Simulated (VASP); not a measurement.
## Ru: single point with LDA

The system is Ru.

```xyz
2
Lattice="2.6847 0.0000 0.0000 -1.3423 2.3250 0.0000 0.0000 0.0000 4.2531" Properties=species:S:1:pos:R:3 pbc="T T T"
Ru    0.0000    1.5500    1.0633
Ru    1.3423    0.7750    3.1898
```

| Property | Result |
| --- | --- |
| Program | VASP 6.6.1 |
| Task | single point |
| Functional | LDA |
| Potentials or basis | VASP PAW LDA potentials, release 64 (Ru_pv) |
| Cutoff | 500 eV |
| k mesh | 10 × 10 × 5 |
| Occupations | methfessel-paxton, width 0.1 eV |
| Spin | no spin polarisation |
| Dipole correction | no |
| Further INCAR settings | ALGO = Normal; EDIFF = 1e-06; NBANDS = 21 |

```
Pressure               : -4.2 GPa
Band gap on the k mesh : zero (band 14 reaches 14.65 eV, above the bottom of band 15 at 11.45 eV)
```

Stress tensor (GPa, compression positive):
```
-2.35  0.00  0.00
 0.00 -2.35  0.00
 0.00  0.00 -7.76
```

Levels at points of the mesh, in eV from the Fermi level:
| k point | band 11 | band 12 | band 13 | band 14 | band 15 | band 16 | band 17 | band 18 |
| --- | --- | --- | --- | --- | --- | --- | --- | --- |
| (0.00, 0.00, 0.00) | -2.60 | -2.05 | -2.05 | -1.49 | -1.49 | 1.18 | 1.18 | 1.25 |
| (0.50, 0.00, 0.00) | -2.21 | -1.89 | -1.65 | 1.45 | 1.89 | 1.95 | 4.15 | 6.22 |

Wall time 18 s on 1 thread of Intel(R) Xeon(R) Platinum 8488C (Sapphire Rapids), with other jobs on the host, peak memory 0.13 GiB.
